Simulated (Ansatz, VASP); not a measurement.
Na in VASP and in Ansatz

```xyz
1
Lattice="0.0000 2.6440 2.6440 2.6440 0.0000 2.6440 2.6440 2.6440 0.0000" Properties=species:S:1:pos:R:3 pbc="T T T"
Na    0.0000    0.0000    0.0000
```

Alike in both runs: functional PBE; k mesh 13 × 13 × 13; occupations fermi-dirac, width 0.1 eV; no spin polarisation.

Ansatz relaxed the structure, and its values are those at the end. VASP's run is a single point on that final structure, the one shown.

|  | VASP | Ansatz |
| --- | --- | --- |
| version | VASP 6.6.1 | Ansatz 0.2.0 |
| potentials or method | VASP PAW PBE potentials, release 64 (Na_pv) | PAW with Ansatz's default frozen-core files, scalar-relativistic |
| plane-wave cutoff (eV) | 520 | 420 |
| valence electrons in the cell | 7 | 9 |

|  | VASP | Ansatz | Ansatz less VASP |
| --- | --- | --- | --- |
| pressure (GPa) | 0.0 | 0.0 | +0.03 |

VASP's potentials hold 7 valence electrons a cell and Ansatz's 9, so a difference there can come from the potentials and not from the codes.
